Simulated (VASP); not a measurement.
## SnO2: single point with PBE+D3(BJ)

SnO2:

```xyz
6
Lattice="3.2113 0.0000 0.0000 -1.6056 2.7811 0.0000 0.0000 0.0000 10.3367" Properties=species:S:1:pos:R:3 pbc="T T T"
Sn   -0.2087    0.0000    5.1683
Sn    0.2087    0.0000    0.0000
O     1.3943    0.9270    4.1538
O     1.8169    0.9270    1.0145
O    -0.2113    1.8540    6.1829
O     0.2113    1.8540    9.3222
```

This cell differs from its parent crystal: atoms displaced along a vibrational mode.

- Program: VASP 6.6.1
- Task: single point
- Functional: PBE
- Dispersion: D3(BJ)
- Potentials or basis: VASP PAW PBE potentials, release 64 (Sn_d, O)
- Cutoff: 520 eV
- k mesh: 12 × 12 × 4
- Occupations: gaussian, width 0.05 eV
- Spin: no spin polarisation
- Dipole correction: no
- Further INCAR settings: ALGO = Normal; EDIFF = 1e-07; NBANDS = 35

* Pressure: 0.5 GPa
* Largest force: 0.066 eV/Å
* Band gap on the k mesh: 2.08 eV (least direct gap 2.44 eV)
* Dispersion energy per atom: -0.165 eV

Forces on the atoms (eV/Å):
```
Sn  -0.041  0.000  0.000
Sn   0.041  0.000  0.000
O   -0.002 -0.001 -0.066
O    0.002 -0.001  0.066
O   -0.002  0.001  0.066
O    0.002  0.001 -0.066
```

Stress tensor (GPa, compression positive):
```
0.82 0.00 0.00
0.00 0.76 0.00
0.00 0.00 0.01
```

Levels at points of the mesh, in eV from the valence-band top:
| k point | band 24 | band 25 | band 26 | band 27 | band 28 | band 29 |
| --- | --- | --- | --- | --- | --- | --- |
| (0.00, 0.00, 0.00) | -0.90 | -0.90 | -0.36 | 2.08 | 2.96 | 5.43 |
| (0.50, 0.00, 0.00) | -0.57 | -0.56 | -0.08 | 5.18 | 5.34 | 6.94 |
| (0.00, 0.50, 0.00) | -0.59 | -0.56 | -0.07 | 5.18 | 5.34 | 6.93 |
| (0.00, 0.00, 0.50) | -0.92 | -0.79 | -0.79 | 2.54 | 2.54 | 5.65 |
| (0.50, 0.00, 0.50) | -0.58 | -0.30 | -0.30 | 5.26 | 5.26 | 7.26 |
| (0.00, 0.50, 0.50) | -0.59 | -0.29 | -0.29 | 5.26 | 5.26 | 7.27 |

Run time: 2.9 min on 1 thread of Intel(R) Xeon(R) Platinum 8559C (Emerald Rapids), with other jobs on the host, peak memory 0.45 GiB.

Caveat: the cell differs from its parent crystal (atoms displaced along a vibrational mode); spin-orbit coupling is left out, which moves the levels of the heavy elements. A k mesh can miss the band edges.
